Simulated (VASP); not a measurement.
Wanted: the native input for a VASP 6.6.1 run.

```yaml
Task: single point
Functional: PBE
Potentials_or_basis: VASP PAW PBE potentials, release 64 (F, Br, Li_sv)
Cutoff: 520 eV
k_mesh: 6 × 6 × 6
Occupations: gaussian, width 0.01 eV
Spin: no spin polarisation
Dipole_correction: no
Further_INCAR_settings: ALGO = Normal; EDIFF = 1e-06; NBANDS = 18
```

The structure of Li2BrF lies in POSCAR:

```
Li2BrF
1.0
    1.7353772104      1.0019204996      5.4684601406
   -1.7353772104      1.0019204996      5.4684601406
    0.0000000000     -2.0038409992      5.4684601406
F Br Li
1 1 2
Direct
    1.0000000000      0.0000000000      0.0000000000
    0.5000000000      0.5000000000      0.5000000000
    0.2670198433      0.2670198433      0.2670198433
    0.7329801567      0.7329801567      0.7329801567
```

These files were run (other wordings do the same):

INCAR

```
SYSTEM = Li2BrF
PREC = Accurate ; ENCUT = 520
EDIFF = 1E-6 ; ISMEAR = 0
SIGMA = 0.01 ; LREAL = .False.
LASPH = .True. ; NELM = 100
ALGO = Normal ; ISIF = 2
LWAVE = .False. ; LCHARG = .False.
GGA = PE ; NBANDS = 18
```

KPOINTS

```
Automatic mesh
0
Gamma
  6 6 6
  0 0 0
```

Potentials or basis: VASP PAW PBE potentials, release 64 (F, Br, Li_sv).

Run with:

```bash
$ cat potpaw_PBE.64/F/POTCAR potpaw_PBE.64/Br/POTCAR potpaw_PBE.64/Li_sv/POTCAR > POTCAR
$ mpirun -np 1 vasp_std > vasp.out
```

Results of the run:

The largest force is 0.007 eV/Å and the band gap on the k mesh is 3.45 eV, direct.

It took 70 s on 1 thread of Intel(R) Xeon(R) Platinum 8375C CPU @ 2.90GHz (Ice Lake), with other jobs on the host, peak memory 0.32 GiB.
